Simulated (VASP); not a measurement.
Set up this calculation in VASP 6.6.1, as the native input.

* Task: relaxation of cell and atoms
* Functional: PBE
* Potentials or basis: VASP PAW PBE potentials, release 64 (Ge_d, Sb, Te)
* Cutoff: 600 eV
* k mesh: 12 × 12 × 2
* Occupations: gaussian, width 0.01 eV
* Spin: no spin polarisation
* Dipole correction: no
* Further INCAR settings: ALGO = Normal; EDIFF = 1e-07; IBRION = 2; EDIFFG = -0.001; NSW = 80; ISIF = 3

The structure of GeSb4Te4 lies in POSCAR:

```
GeSb4Te4
1.0
    4.3299847482      0.0000000000      0.0000000000
   -2.1649923741      3.7498767900      0.0000000000
    0.0000000000      0.0000000000     17.6486084858
Ge Sb Te
1 4 4
Direct
    0.0000000000      0.0000000000      0.0000000000
    0.3333333333      0.6666666667      0.5440991996
    0.6666666667      0.3333333333      0.4559008004
    0.6666666667      0.3333333333      0.7907683467
    0.3333333333      0.6666666667      0.2092316533
    0.3333333333      0.6666666667      0.9045184753
    0.6666666667      0.3333333333      0.0954815247
    0.0000000000      0.0000000000      0.6939667079
    0.0000000000      0.0000000000      0.3060332921
```

The input as run:

INCAR

```
ALGO     = Normal         # electronic algorithm
EDIFF    = 1E-7           # SCF threshold, eV
EDIFFG   = -0.001         # ionic threshold
ENCUT    = 600            # plane-wave cutoff, eV
GGA      = PE             # functional
IBRION   = 2              # ionic algorithm
ISIF     = 3              # what is computed and relaxed
ISMEAR   = 0              # smearing method
LASPH    = True           # aspherical terms in the spheres
LCHARG   = False          # write CHGCAR
LREAL    = False          # projectors in reciprocal space
LWAVE    = False          # write WAVECAR
NELM     = 60             # most SCF steps
NSW      = 80             # ionic steps
PREC     = Accurate       # precision mode
SIGMA    = 0.01           # smearing width, eV
```

KPOINTS

```
k-points
0
Gamma
  12 12 2
```

Potentials or basis: VASP PAW PBE potentials, release 64 (Ge_d, Sb, Te).

Run with:

```bash
$ cat potpaw_PBE.64/Ge_d/POTCAR potpaw_PBE.64/Sb/POTCAR potpaw_PBE.64/Te/POTCAR > POTCAR
$ mpirun -np 1 vasp_std > vasp.out
```

It gave:

```yaml
Relaxed_volume: 31.76 Å³/atom
Relaxed_cell: a = 4.331 Å, b = 4.331 Å, c = 17.594 Å, α = 90.00°, β = 90.00°, γ = 120.00°
Space_group_after_relaxing_to_0.1_Å: P-3m1 (No. 164)
Energy_gained_by_relaxing: 0.1 meV/atom
Ionic_steps: 22
Pressure_after_relaxing: 0.0 GPa
Band_gap_on_the_k_mesh: 0.08 eV (least direct gap 0.09 eV)
```

Caveat: semilocal functionals underestimate gaps, and a narrow one can read as zero; spin-orbit coupling is left out, which moves the levels of the heavy elements.

Wall time 94 min on 1 thread of Oxide Virtual Turin-like Processor, on a shared host, peak memory 0.77 GiB.
